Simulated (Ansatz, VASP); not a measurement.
**MnSi in VASP and in Ansatz**

```xyz
8
Lattice="4.4842 0.0000 0.0000 0.0000 4.4842 0.0000 0.0000 0.0000 4.4842" Properties=species:S:1:pos:R:3 pbc="T T T"
Mn    1.6302    0.6119    3.8723
Mn    0.6119    3.8723    1.6302
Mn    3.8723    1.6302    0.6119
Mn    2.8540    2.8540    2.8540
Si    2.9337    3.7927    0.6915
Si    3.7927    0.6915    2.9337
Si    0.6915    2.9337    3.7927
Si    1.5506    1.5506    1.5506
```

Alike in both runs: task relaxation of cell and atoms; functional PBE; k mesh 8 × 8 × 8; occupations gaussian, width 0.1 eV; no spin polarisation.

```csv
,VASP,Ansatz
version,VASP 6.6.1,Ansatz 0.2.0
potentials or method,"VASP PAW PBE potentials, release 64 (Mn_pv, Si), cutoff 600 eV","scalar-relativistic, plane waves, PAW"
valence electrons in the cell,68,76
```

VASP gave:

- gap on the k mesh at the Fermi level, each at its own relaxed structure (eV): none
- relaxed volume (Å³/atom): 11.37
- relaxed cell length with the largest relative difference (Å): 4.497

**Question.** Which values does Ansatz return?

**Answer.** gap on the k mesh at the Fermi level, each at its own relaxed structure (eV): none; relaxed volume (Å³/atom): 11.37; relaxed cell length with the largest relative difference (Å): 4.498.

A gap of «none» marks a metal or a gap that the smearing closes. VASP's potentials hold 68 valence electrons a cell and Ansatz's 76, so a difference there can come from the potentials and not from the codes.
